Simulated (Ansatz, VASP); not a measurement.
## Pt in VASP and in Ansatz

POSCAR

```
Pt
1.0
    2.6778460200      0.0000000000      0.0000000000
   -1.3389230100      2.3190827900      0.0000000000
    0.0000000000      0.0000000000      4.7921340000
Pt
2
Direct
    0.6666666667      0.3333333333      0.7500000000
    0.3333333333      0.6666666667      0.2500000000
```

INCAR.step1

```
  PREC = Accurate
  ENCUT = 520
  ISMEAR = 0
  SIGMA = 0.1
  LREAL = False
  LASPH = True
  NELM = 100
  NBANDS = 17
  GGA = PE
  ALGO = Normal
  EDIFF = 1E-4
  LWAVE = True
  LCHARG = False
```

The input INCAR.step2:

```
  PREC = Accurate
  ENCUT = 520
  EDIFF = 1E-6
  ISMEAR = 0
  SIGMA = 0.1
  LREAL = False
  LASPH = True
  NELM = 100
  ALGO = Normal
  ISIF = 2
  LWAVE = False
  LCHARG = False
  METAGGA = R2SCAN
  LMIXTAU = True
  NBANDS = 17
  ISTART = 1
```

Contents of KPOINTS:

```
Automatic mesh
0
Gamma
  14 14 7
```

Input for Ansatz:

```yaml
crystal:
  lattice:
    - [2.67784602, 0.0, 0.0]
    - [-1.33892301, 2.31908279, 0.0]
    - [0.0, 0.0, 4.792134]
  atoms:
    - { symbol: Pt, position: [0.6666666666666666, 0.3333333333333333, 0.75] }
    - { symbol: Pt, position: [0.3333333333333333, 0.6666666666666666, 0.25] }
basis:
  ecutwfc: 520.0
kpoints:
  mp_grid:
    grid: [14, 14, 7]
hamiltonian:
  xc: r2scan
  pseudopotentials:
    kind: paw
scf:
  occupations:
    method: gaussian
output:
  stress: true
```

Alike in both runs: task single point; functional r2SCAN; k mesh 14 × 14 × 7; no spin polarisation.

|  | VASP | Ansatz |
| --- | --- | --- |
| version | VASP 6.6.1 | Ansatz 0.2.0 |
| potentials or method | VASP PAW PBE potentials, release 64 (Pt), cutoff 520 eV | plane waves, PAW |
| occupations | gaussian, width 0.1 eV | gaussian |
| valence electrons in the cell | 20 | 36 |

```csv
,VASP,Ansatz,Ansatz less VASP
pressure (GPa),12.4,11.5,-0.89
"traceless stress, the component that is largest in VASP (GPa)",-7.68,-7.39,+0.293
```

VASP's potentials were made for PBE, not for r2SCAN. VASP's potentials hold 20 valence electrons a cell and Ansatz's 36, so a difference there can come from the potentials and not from the codes. Ansatz's warnings: structure snapped to symmetry.

Spin-orbit coupling is off throughout.
